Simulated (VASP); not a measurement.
# SiO2 (P4_2/mnm) in VASP: a series of runs, part 2 of 3

VASP 6.6.1. Earlier steps stand in the parts before.

**3. Single point, LDA (volume 8.638 Å^3 an atom, c/a of the conventional cell 0.6405)**

INCAR reads:

```
SYSTEM = SiO2
  PREC = Accurate
  ENCUT = 520
  EDIFF = 1E-7
  ISMEAR = 0
  SIGMA = 0.05
  LREAL = .False.
  LASPH = .True.
  NELM = 80
  ALGO = Normal
  ISIF = 2
  LWAVE = .False.
  LCHARG = .False.
  GGA = CA
  NBANDS = 25
```

KPOINTS reads:

```
Automatic mesh
0
Gamma
  6 6 10
  0 0 0
```

POSCAR reads:

```
SiO2
1.0
    4.3253236289      0.0000000000      0.0000000000
    0.0000000000      4.3253236289      0.0000000000
    0.0000000000      0.0000000000      2.7703027593
Si O
2 4
Direct
    0.5000000000      0.5000000000      0.5000000000
    0.0000000000      0.0000000000      0.0000000000
    0.6944252994      0.6944252994      0.0000000000
    0.1944252994      0.8055747006      0.5000000000
    0.3055747006      0.3055747006      0.0000000000
    0.8055747006      0.1944252994      0.5000000000
```

Potentials or basis: VASP PAW LDA potentials, release 64 (Si, O).

Run with:

```console
cat potpaw_LDA.64/Si/POTCAR potpaw_LDA.64/O/POTCAR > POTCAR
mpirun -np 1 vasp_std > vasp.out
```

OUTCAR:

```text
SYSTEM = SiO2
   PREC = Accurate
   ENCUT = 520
   EDIFF = 1E-7
   ISMEAR = 0
   LREAL = .False.
   LASPH = .True.
   NELM = 80
   ISIF = 2
   GGA = CA

 ion  position               nearest neighbor table
   1  0.500  0.500  0.500-   3 1.83   5 1.83   3 1.83   5 1.83   4 1.87   6 1.87
   2  0.000  0.000  0.000-   4 1.83   6 1.83   4 1.83   6 1.83   5 1.87   3 1.87
   3  0.694  0.694  0.000-   1 1.83   1 1.83   2 1.87
   4  0.194  0.806  0.500-   2 1.83   2 1.83   1 1.87
   5  0.306  0.306  0.000-   1 1.83   1 1.83   2 1.87
   6  0.806  0.194  0.500-   2 1.83   2 1.83   1 1.87

[... 880 lines left out ...]
  -------------------------------------------------------------------------------------
  Total       -9.3276017     -9.3276017    -11.2279321     -0.0000000      0.0000000      0.0000000
  in kB     -288.3474575   -288.3474575   -347.0930441     -0.0000000      0.0000000      0.0000000
  external PRESSURE =    -307.9293197 kB  Pullay stress =       0.0000000 kB

 VOLUME and BASIS-vectors are now :
 -----------------------------------------------------------------------------
  energy-cutoff  :      520.00
  volume of cell :       51.83
      direct lattice vectors                 reciprocal lattice vectors
     4.325323629  0.000000000  0.000000000     0.231196573  0.000000000  0.000000000
     0.000000000  4.325323629  0.000000000     0.000000000  0.231196573  0.000000000
     0.000000000  0.000000000  2.770302759     0.000000000  0.000000000  0.360971376

 POSITION                                       TOTAL-FORCE (eV/Angst)
 -----------------------------------------------------------------------------------
      2.16266      2.16266      1.38515         0.000000     -0.000000     -0.000000
      0.00000      0.00000      0.00000         0.000000     -0.000000     -0.000000
      3.00361      3.00361      0.00000        -0.460684     -0.460684     -0.000000
      0.84095      3.48437      1.38515        -0.460684      0.460684     -0.000000
      1.32171      1.32171      0.00000         0.460684      0.460684      0.000000
      3.48437      0.84095      1.38515         0.460684     -0.460684     -0.000000
 -----------------------------------------------------------------------------------
    total drift:                                0.000000      0.000000     -0.000000

  FREE ENERGIE OF THE ION-ELECTRON SYSTEM (eV)
  ---------------------------------------------------
  free  energy   TOTEN  =       -51.3724004498 eV

  energy  without entropy=      -51.3724004498  energy(sigma->0) =      -51.37240045
```

OSZICAR:

```text
N       E                     dE             d eps       ncg     rms          rms(c)
DAV:   1     0.127549219056E+03    0.12755E+03   -0.17283E+04  3000   0.122E+03
DAV:   2    -0.489996787163E+02   -0.17655E+03   -0.16817E+03  3841   0.271E+02
DAV:   3    -0.559898193199E+02   -0.69901E+01   -0.69580E+01  3974   0.520E+01
DAV:   4    -0.560386591273E+02   -0.48840E-01   -0.48822E-01  3536   0.505E+00
DAV:   5    -0.560391180654E+02   -0.45894E-03   -0.45879E-03  4015   0.460E-01    0.158E+01
DAV:   6    -0.514402993294E+02    0.45988E+01   -0.13303E+01  3793   0.240E+01    0.730E+00
DAV:   7    -0.514142530699E+02    0.26046E-01   -0.71142E-01  3670   0.473E+00    0.275E+00
DAV:   8    -0.513788352756E+02    0.35418E-01   -0.32692E-02  3856   0.149E+00    0.997E-01
DAV:   9    -0.513724096020E+02    0.64257E-02   -0.58853E-03  3832   0.629E-01    0.217E-01
DAV:  10    -0.513724162107E+02   -0.66088E-05   -0.45601E-04  3765   0.147E-01    0.739E-02
DAV:  11    -0.513724016255E+02    0.14585E-04   -0.33375E-05  3815   0.429E-02    0.307E-02
DAV:  12    -0.513724005166E+02    0.11090E-05   -0.47751E-06  3724   0.150E-02    0.607E-03
DAV:  13    -0.513724004498E+02    0.66835E-07   -0.36367E-07  3726   0.391E-03
   1 F= -.51372400E+02 E0= -.51372400E+02  d E =-.356534E-13
```

stdout:

```text
POSCAR found type information on POSCAR SiO
 POSCAR found :  2 types and       6 ions
 scaLAPACK will be used
 LDA part: xc-table for (Slater(with rela. corr.)+CA(PZ))
 , standard interpolation
 POSCAR, INCAR and KPOINTS ok, starting setup
 FFT: planning ... GRIDC
 FFT: planning ... GRID_SOFT
 FFT: planning ... GRID
 WAVECAR not read
 entering main loop
```

Run time: 23 s. Hardware: 1 thread of Intel Xeon 6975P-C (Granite Rapids), shared host; peak memory 0.17 GiB.

Results:

| Quantity | Value |
| --- | --- |
| Free energy | -51.3724 eV |
| Pressure | -30.8 GPa |
| Largest force | 0.652 eV/Å |
| Band gap on the k mesh | 3.75 eV, direct |

Forces in eV/Å, atoms in the order of the input:
```
Si   0.000  0.000  0.000
Si   0.000  0.000  0.000
O   -0.461 -0.461  0.000
O   -0.461  0.461  0.000
O    0.461  0.461  0.000
O    0.461 -0.461  0.000
```

Levels at points of the mesh, in eV from the valence-band top:
| k point | band 12 | band 13 | band 14 | band 15 | band 16 | band 17 | band 18 | band 19 | band 20 | band 21 |
| --- | --- | --- | --- | --- | --- | --- | --- | --- | --- | --- |
| (0.00, 0.00, 0.00) | -2.90 | -2.45 | -0.84 | -0.84 | 0.00 | 3.75 | 5.94 | 7.37 | 7.37 | 10.28 |
| (0.50, 0.00, 0.00) | -3.50 | -2.52 | -2.52 | -0.97 | -0.97 | 6.17 | 6.17 | 8.01 | 8.01 | 10.10 |
| (0.50, 0.50, 0.00) | -3.02 | -2.52 | -2.52 | -1.98 | -1.98 | 5.98 | 5.98 | 8.83 | 8.83 | 11.74 |
| (0.00, 0.00, 0.50) | -4.36 | -2.70 | -2.70 | -2.36 | -2.36 | 7.47 | 7.47 | 11.31 | 11.31 | 11.33 |
| (0.50, 0.00, 0.50) | -3.63 | -2.08 | -2.08 | -1.55 | -1.55 | 7.37 | 7.37 | 8.55 | 8.55 | 11.56 |
| (0.50, 0.50, 0.50) | -4.24 | -1.59 | -1.59 | -1.36 | -1.36 | 5.73 | 5.73 | 9.95 | 9.95 | 10.84 |

 A k mesh can miss the band edges.

**4. Single point, LDA (volume 8.883 Å^3 an atom, c/a of the conventional cell 0.7144)**

INCAR reads:

```
SYSTEM = SiO2
PREC = Accurate ; ENCUT = 520
EDIFF = 1E-6 ; ISMEAR = 0
SIGMA = 0.05 ; LREAL = .FALSE.
LASPH = .TRUE. ; NELM = 80
ALGO = Normal ; ISIF = 2
LWAVE = .FALSE. ; LCHARG = .FALSE.
GGA = CA ; NBANDS = 25
```

KPOINTS reads:

```
regular mesh
0
G
  6 6 10
  0 0 0
```

POSCAR, as its differences from that of step 3:

```diff
@@ -2,5 +2,5 @@
 1.0
-    4.3253236289      0.0000000000      0.0000000000
-    0.0000000000      4.3253236289      0.0000000000
-    0.0000000000      0.0000000000      2.7703027593
+    4.2097517764      0.0000000000      0.0000000000
+    0.0000000000      4.2097517764      0.0000000000
+    0.0000000000      0.0000000000      3.0074466691
 Si O
```

Potentials or basis: VASP PAW LDA potentials, release 64 (Si, O).

Run with:

```console
cat potpaw_LDA.64/Si/POTCAR potpaw_LDA.64/O/POTCAR > POTCAR
mpirun -np 1 vasp_std > vasp.out
```

OUTCAR:

```text
SYSTEM = SiO2
   PREC = Accurate
   ENCUT = 520
   EDIFF = 1E-6
   ISMEAR = 0
   LREAL = .FALSE.
   LASPH = .TRUE.
   NELM = 80
   ISIF = 2
   GGA = CA

 ion  position               nearest neighbor table
   1  0.500  0.500  0.500-   4 1.82   6 1.82   5 1.90   3 1.90   3 1.90   5 1.90
   2  0.000  0.000  0.000-   3 1.82   5 1.82   4 1.90   6 1.90   4 1.90   6 1.90
   3  0.694  0.694  0.000-   2 1.82   1 1.90   1 1.90
   4  0.194  0.806  0.500-   1 1.82   2 1.90   2 1.90
   5  0.306  0.306  0.000-   2 1.82   1 1.90   1 1.90
   6  0.806  0.194  0.500-   1 1.82   2 1.90   2 1.90

  LATTYP: Found a simple tetragonal cell.
 ALAT       =     4.2097517764
 C/A-ratio  =     0.7144000000

  Lattice vectors:

 A1 = (   4.2097517764,   0.0000000000,   0.0000000000)
 A2 = (   0.0000000000,   4.2097517764,   0.0000000000)
 A3 = (   0.0000000000,   0.0000000000,   3.0074466691)

Analysis of symmetry for initial positions (statically):
=====================================================================
 Subroutine PRICEL returns:
 Original cell was already a primitive cell.

 Routine SETGRP: Setting up the symmetry group for a
 simple tetragonal supercell.

 Subroutine GETGRP returns: Found 16 space group operations
 (whereof  8 operations were pure point group operations)
 out of a pool of 16 trial point group operations.

The static configuration has the point symmetry D_2h.
 The point group associated with its full space group is D_4h.

Analysis of symmetry for dynamics (positions and initial velocities):
=====================================================================
 Subroutine PRICEL returns:
 Original cell was already a primitive cell.

 Routine SETGRP: Setting up the symmetry group for a
 simple tetragonal supercell.

[... 132 lines left out ...]
     AMIX     =   0.40;   BMIX     =  1.00
     AMIX_MAG =   1.60;   BMIX_MAG =  1.00
  volume/ion in A,a.u.               =       8.88        59.95
  Fermi-wavevector in a.u.,A,eV,Ry     =   1.381087  2.609877 25.951788  1.907403
  Thomas-Fermi vector in A             =   2.505904
   LORBIT       =      0    0 simple, 1 ext, 2 COOP (PROOUT), +10 PAW based schemes
   GGA     = CA    functional components
   LHFCALC =     F    Hartree Fock is set to
   AEXX    =    0.0000 exact exchange contribution
   IVDW    =     0    specifies the selected vdW correction
   LEPSILON=     F    determine dielectric tensor
   LRPA    =     F    only Hartree local field effects (RPA)
 non-spin polarized calculation
 Gauss-broadening in eV      SIGMA  =   0.05
  energy-cutoff  :      520.00
  volume of cell :       53.30
 maximum number of plane-waves:      1459
 NGX is ok and might be reduce to    32
   NGX = 15   NGY = 15   NGZ = 11

 number of electron      32.0000009 magnetization

 Free energy of the ion-electron system (eV)
  ---------------------------------------------------
  ext. energy  EPLUGINS =         0.00000000
  ---------------------------------------------------
  free energy    TOTEN  =       -50.49814428 eV

  energy without entropy =      -50.49814428  energy(sigma->0) =      -50.49814428

 E-fermi :   6.6444     XC(G=0): -12.0949

 val. band max:        6.3484363943   @ k =   0.0000   0.0000   0.0000
 cond. band min:       9.2995107885   @ k =   0.0000   0.0000   0.0000
 fundamental gap:      2.9510743942
 Fermi energy:         6.6443961298

 k-point     1 :       0.0000    0.0000    0.0000
  band No.  band energies     occupation
      1     -14.5399      2.00000
      2     -11.2880      2.00000
      3     -11.2880      2.00000
      4     -10.9299      2.00000
      5      -3.7377      2.00000
      6       0.5340      2.00000
[... 661 lines left out ...]
     24      17.5922      0.00000
     25      19.4658      0.00000

 [... further k-points ...]

------------------------ aborting loop because EDIFF is reached ----------------------------------------

  FORCE on cell =-STRESS in cart. coord.  units (eV):
  Direction    XX          YY          ZZ          XY          YZ          ZX
  --------------------------------------------------------------------------------------
  -------------------------------------------------------------------------------------
  Total       -8.1693227     -8.1693227    -20.8346226      0.0000000      0.0000000      0.0000000
  in kB     -245.5758863   -245.5758863   -626.3041760      0.0000000      0.0000000      0.0000000
  external PRESSURE =    -372.4853162 kB  Pullay stress =       0.0000000 kB

 VOLUME and BASIS-vectors are now :
 -----------------------------------------------------------------------------
  energy-cutoff  :      520.00
  volume of cell :       53.30
      direct lattice vectors                 reciprocal lattice vectors
     4.209751776  0.000000000  0.000000000     0.237543697  0.000000000  0.000000000
     0.000000000  4.209751776  0.000000000     0.000000000  0.237543697  0.000000000
     0.000000000  0.000000000  3.007446669     0.000000000  0.000000000  0.332507974

 POSITION                                       TOTAL-FORCE (eV/Angst)
 -----------------------------------------------------------------------------------
      2.10488      2.10488      1.50372         0.000000      0.000000      0.000000
      0.00000      0.00000      0.00000         0.000000      0.000000      0.000000
      2.92336      2.92336      0.00000         0.190459      0.190459      0.000000
      0.81848      3.39127      1.50372         0.190459     -0.190459      0.000000
      1.28639      1.28639      0.00000        -0.190459     -0.190459     -0.000000
      3.39127      0.81848      1.50372        -0.190459      0.190459      0.000000
 -----------------------------------------------------------------------------------
    total drift:                                0.000000      0.000000     -0.000000

  FREE ENERGIE OF THE ION-ELECTRON SYSTEM (eV)
  ---------------------------------------------------
  free  energy   TOTEN  =       -50.4981442813 eV

  energy  without entropy=      -50.4981442813  energy(sigma->0) =      -50.49814428
```

Wall time 21 s (1 thread of Intel Xeon 6975P-C (Granite Rapids), shared host); peak memory 0.17 GiB.

Results:

* Free energy: -50.4981 eV
* Pressure: -37.2 GPa
* Largest force: 0.269 eV/Å
* Band gap on the k mesh: 2.95 eV, direct

Forces in eV/Å, atoms in the order of the input:
```
Si   0.000  0.000  0.000
Si   0.000  0.000  0.000
O    0.190  0.190  0.000
O    0.190 -0.190  0.000
O   -0.190 -0.190  0.000
O   -0.190  0.190  0.000
```

Stress tensor (GPa, compression positive):
```
-24.56   0.00   0.00
  0.00 -24.56   0.00
  0.00   0.00 -62.63
```

(Continued in part 3 of 3.)
